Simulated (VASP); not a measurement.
# Al2BC3 (P-6m2) in VASP: a series of runs, part 2 of 2

VASP 6.6.1.

### Step 3. Relaxation of cell and atoms, PBE

This run uses another cell than the first one, of 11.33 Å³/atom.

File INCAR:

```
SYSTEM = Al2BC3
PREC = Accurate
ENCUT = 600
EDIFF = 1E-6
ISMEAR = 0
SIGMA = 0.1
LREAL = .False.
LASPH = .True.
NELM = 60
ALGO = Normal
ISIF = 3
LWAVE = .False.
LCHARG = .False.
GGA = PE
IBRION = 2
NSW = 100
EDIFFG = -0.01
```

File KPOINTS:

```
Automatic mesh
0
Gamma
  18 18 4
  0 0 0
```

File POSCAR:

```
Al2BC3
1.0
    2.6309050528      0.0000000000      0.0000000000
   -1.3154525264      2.2784306107      0.0000000000
    0.0000000000      0.0000000000     11.3382669431
Al B C
2 1 3
Direct
    0.6666666667      0.3333333333      0.1837483456
    0.6666666667      0.3333333333      0.8162516544
    0.0000000000      0.0000000000      0.0000000000
    0.0000000000      0.0000000000      0.5000000000
    0.3333333333      0.6666666667      0.0000000000
    0.3333333333      0.6666666667      0.5000000000
```

Potentials or basis: VASP PAW PBE potentials, release 64 (Al, B, C).

Command:

```console
$ cat potpaw_PBE.64/Al/POTCAR potpaw_PBE.64/B/POTCAR potpaw_PBE.64/C/POTCAR > POTCAR
$ mpirun -np 1 vasp_std > vasp.out
```

OUTCAR:

```text
SYSTEM = Al2BC3
   PREC = Accurate
   ENCUT = 600
   EDIFF = 1E-6
   ISMEAR = 0
   LREAL = .False.
   LASPH = .True.
   NELM = 60
   ISIF = 3
   GGA = PE
   IBRION = 2
   NSW = 100
   EDIFFG = -0.01

 ion  position               nearest neighbor table
   1  0.667  0.333  0.184-   5 2.58   3 2.58   5 2.58   3 2.58   3 2.58   5 2.58
   2  0.667  0.333  0.816-   5 2.58   3 2.58   5 2.58   3 2.58   3 2.58   5 2.58
   3  0.000  0.000  0.000-   5 1.52   5 1.52   5 1.52   1 2.58   2 2.58   2 2.58   1 2.58   2 2.58
                             1 2.58
   4  0.000  0.000  0.500-   6 1.52   6 1.52   6 1.52
   5  0.333  0.667  0.000-   3 1.52   3 1.52   3 1.52   1 2.58   2 2.58   1 2.58   2 2.58   1 2.58
                             2 2.58
   6  0.333  0.667  0.500-   4 1.52   4 1.52   4 1.52

  LATTYP: Found a hexagonal cell.
 ALAT       =     2.6309050528
 C/A-ratio  =     4.3096450520

  Lattice vectors:

 A1 = (   2.6309050528,   0.0000000000,   0.0000000000)
 A2 = (  -1.3154525264,   2.2784306107,   0.0000000000)
 A3 = (   0.0000000000,   0.0000000000,  11.3382669431)

Analysis of symmetry for initial positions (statically):
=====================================================================
 Subroutine PRICEL returns:
 Original cell was already a primitive cell.

 Routine SETGRP: Setting up the symmetry group for a
 hexagonal supercell.

 Subroutine GETGRP returns: Found 12 space group operations
 (whereof 12 operations were pure point group operations)
 out of a pool of 24 trial point group operations.

The static configuration has the point symmetry D_3h.

Analysis of symmetry for dynamics (positions and initial velocities):
=====================================================================
 Subroutine PRICEL returns:
 Original cell was already a primitive cell.

 Routine SETGRP: Setting up the symmetry group for a
 hexagonal supercell.

 Subroutine GETGRP returns: Found 12 space group operations
 (whereof 12 operations were pure point group operations)
 out of a pool of 24 trial point group operations.

The dynamic configuration has the point symmetry D_3h.

 Subroutine INISYM returns: Found 12 space group operations
 (whereof 12 operations are pure point group operations),
 and found     1 'primitive' translations

----------------------------------------------------------------------------------------

                                     Primitive cell

  volume of cell :      67.9654

  direct lattice vectors                    reciprocal lattice vectors
     2.630905053  0.000000000  0.000000000     0.380097335  0.219449299  0.000000000
    -1.315452526  2.278430611  0.000000000     0.000000000  0.438898598  0.000000000
     0.000000000  0.000000000 11.338266943     0.000000000  0.000000000  0.088196900

  length of vectors
     2.630905053  2.630905053 11.338266943     0.438898598  0.438898598  0.088196900

  position of ions in fractional coordinates (direct lattice)
     0.666666667  0.333333333  0.183748346
     0.666666667  0.333333333  0.816251654
     0.000000000  0.000000000  0.000000000
     0.000000000  0.000000000  0.500000000
     0.333333333  0.666666667  0.000000000
     0.333333333  0.666666667  0.500000000

  ion indices of the primitive-cell ions
   primitive index   ion index
                 1           1
                 2           2
[... 70 lines left out ...]
   ISPIN  =      1    spin polarized calculation?
   LNONCOLLINEAR =      F non collinear calculations
   LSORBIT =      F    spin-orbit coupling
   LASPH  =      T    aspherical Exc in radial PAW
   ENCUT  =  600.0 eV  44.10 Ry    6.64 a.u.   5.25  5.25 22.65*2*pi/ulx,y,z
   NELM   =     60;   NELMIN=  2; NELMDL= -5     # of ELM steps
   EDIFF  = 0.1E-05   stopping-criterion for ELM
   LREAL  =      F    real-space projection
   EDIFFG = -.1E-01   stopping-criterion for IOM
   NSW    =    100    number of steps for IOM
   IBRION =      2    ionic relax: 0-MD 1-quasi-New 2-CG
   NFREE  =      1    steps in history (QN), initial steepest desc. (CG)
   ISIF   =      3    stress and relaxation
   ISYM   =      2    0-nonsym 1-usesym 2-fastsym
   POTIM  = 0.5000    time-step for ionic-motion
   TEBEG  =    0.0;   TEEND  =   0.0 temperature during run
   PSTRESS=    0.0 pullay stress
   NELECT =      21.0000    total number of electrons
   NUPDOWN=      -1.0000    fix difference up-down
   EMIN   =  10.00;   EMAX   =-10.00  energy-range for DOS
   EFERMI =   0.00;   METHOD = LEGACY
   ISMEAR =     0;   SIGMA  =   0.10  broadening in eV -4-tet -1-fermi 0-gaus
   EFERMI_NEDOS =   21; number of points for ismear=-14 and -15
   IALGO  =     38    algorithm
   IMIX   =      4    mixing-type and parameters
     AMIX     =   0.40;   BMIX     =  1.00
     AMIX_MAG =   1.60;   BMIX_MAG =  1.00
  volume/ion in A,a.u.               =      11.33        76.44
  Fermi-wavevector in a.u.,A,eV,Ry     =   1.106756  2.091466 16.665909  1.224910
  Thomas-Fermi vector in A             =   2.243262
   LORBIT       =      0    0 simple, 1 ext, 2 COOP (PROOUT), +10 PAW based schemes
   GGA     = PE    functional components
   LHFCALC =     F    Hartree Fock is set to
   AEXX    =    0.0000 exact exchange contribution
   IVDW    =     0    specifies the selected vdW correction
   LEPSILON=     F    determine dielectric tensor
   LRPA    =     F    only Hartree local field effects (RPA)
 conjugate gradient relaxation of ions
 non-spin polarized calculation
 Gauss-broadening in eV      SIGMA  =   0.10
  energy-cutoff  :      600.00
  volume of cell :       67.97
 maximum number of plane-waves:      2296
 NGX is ok and might be reduce to    24
   NGX = 11   NGY = 11   NGZ = 45

--------------------------------------- Ionic step        1  -------------------------------------------

 number of electron      20.9999998 magnetization

 Free energy of the ion-electron system (eV)
  ---------------------------------------------------
  ext. energy  EPLUGINS =         0.00000000
  ---------------------------------------------------
  free energy    TOTEN  =       -39.92362934 eV

  energy without entropy =      -39.91645786  energy(sigma->0) =      -39.92004360

------------------------ aborting loop because EDIFF is reached ----------------------------------------

  FORCE on cell =-STRESS in cart. coord.  units (eV):
  Direction    XX          YY          ZZ          XY          YZ          ZX
  --------------------------------------------------------------------------------------
  -------------------------------------------------------------------------------------
  Total        0.0646634      0.0646634      0.5053507     -0.0000000      0.0000000      0.0000000
  in kB        1.5243388      1.5243388     11.9128532     -0.0000000      0.0000000      0.0000000
  external PRESSURE =       4.9871769 kB  Pullay stress =       0.0000000 kB
[... 187 lines left out ...]
--------------------------------------- Ionic step        6  -------------------------------------------

 number of electron      20.9999998 magnetization

 Free energy of the ion-electron system (eV)
  ---------------------------------------------------
  ext. energy  EPLUGINS =         0.00000000
  ---------------------------------------------------
  free energy    TOTEN  =       -39.92973371 eV

  energy without entropy =      -39.92378239  energy(sigma->0) =      -39.92675805

 E-fermi :   6.4528     XC(G=0): -10.1796

 val. band max:        6.4447180611   @ k =   0.4444   0.0556   0.0000
 cond. band min:       6.4697723991   @ k =   0.1111   0.0000   0.2500
 fundamental gap:      0.0250543379
 Fermi energy:         6.4528418746

 k-point     1 :       0.0000    0.0000    0.0000
  band No.  band energies     occupation
      1     -12.1946      2.00000
      2     -10.3649      2.00000
      3      -4.6768      2.00000
      4      -2.0196      2.00000
      5      -0.9689      2.00000
      6       1.2049      2.00000
      7       2.7906      2.00000
      8       2.7907      2.00000
      9       5.4134      2.00000
     10       5.4134      2.00000
     11       5.8649      2.00000
     12       9.2585      0.00000
     13      12.9638      0.00000
     14      12.9638      0.00000
[... 377 lines left out ...]
      1      -8.1083      2.00000
      2      -6.3064      2.00000
      3      -5.4970      2.00000
      4      -3.0376      2.00000
      5      -0.7692      2.00000
      6       0.7019      2.00000
      7       1.4311      2.00000
      8       3.3696      2.00000
      9       3.5039      2.00000
     10       4.2280      2.00000
     11       6.2411      1.99726
     12       6.5034      0.47499
     13       7.4895      0.00000
     14       9.5781      0.00000

 [... further k-points ...]

------------------------ aborting loop because EDIFF is reached ----------------------------------------

  FORCE on cell =-STRESS in cart. coord.  units (eV):
  Direction    XX          YY          ZZ          XY          YZ          ZX
  --------------------------------------------------------------------------------------
  -------------------------------------------------------------------------------------
  Total       -0.0088412     -0.0088412     -0.0470332      0.0000000     -0.0000000      0.0000000
  in kB       -0.2062149     -0.2062149     -1.0970116      0.0000000     -0.0000000      0.0000000
  external PRESSURE =      -0.5031471 kB  Pullay stress =       0.0000000 kB
[... 21 lines left out ...]
  FREE ENERGIE OF THE ION-ELECTRON SYSTEM (eV)
  ---------------------------------------------------
  free  energy   TOTEN  =       -39.9297337060 eV

  energy  without entropy=      -39.9237823879  energy(sigma->0) =      -39.92675805

 reached required accuracy - stopping structural energy minimisation
```

It took 3.2 min on 1 thread of Intel Xeon Platinum 8488C (Sapphire Rapids), shared host; peak memory 0.32 GiB.

What came out:

```
Free energy                           : -39.9297 eV
Relaxed volume                        : 11.45 Å³/atom
Relaxed cell                          : a = 2.631 Å, b = 2.631 Å, c = 11.463 Å, α = 90.00°, β = 90.00°, γ = 120.00°
Space group after relaxing (to 0.1 Å) : P-6m2 (No. 187)
Energy gained by relaxing             : 1.0 meV/atom
Ionic steps                           : 6
Pressure after relaxing               : -0.1 GPa
Band gap on the k mesh                : zero (an odd number of electrons rules out a gap without spin polarisation)
```

Step by step:
```tsv
step	energy change (eV)	largest force (eV/Å)	pressure (GPa)	volume (Å³)
1	0.0000	0.1366	0.50	67.97
2	-0.0033	0.1017	0.05	68.31
3	-0.0054	0.0110	-0.70	68.89
4	-0.0049	0.0489	0.38	68.72
5	-0.0060	0.0156	-0.25	68.82
6	-0.0061	0.0013	-0.05	68.69
```

Final structure:
```cif
data_structure
_symmetry_space_group_name_H-M 'P 1'
_symmetry_Int_Tables_number 1
_cell_length_a 2.6305
_cell_length_b 2.6305
_cell_length_c 11.4627
_cell_angle_alpha 90.000
_cell_angle_beta 90.000
_cell_angle_gamma 120.000
_cell_volume 68.69
loop_
_atom_site_label
_atom_site_type_symbol
_atom_site_fract_x
_atom_site_fract_y
_atom_site_fract_z
_atom_site_occupancy
Al1 Al 0.66667 0.33333 0.18539 1
Al2 Al 0.66667 0.33333 0.81461 1
B1 B 0.00000 0.00000 0.00000 1
C1 C 0.00000 0.00000 0.50000 1
C2 C 0.33333 0.66667 0.00000 1
C3 C 0.33333 0.66667 0.50000 1
```

The gap in the log of VASP goes by the Fermi energy; the results here count the filled bands.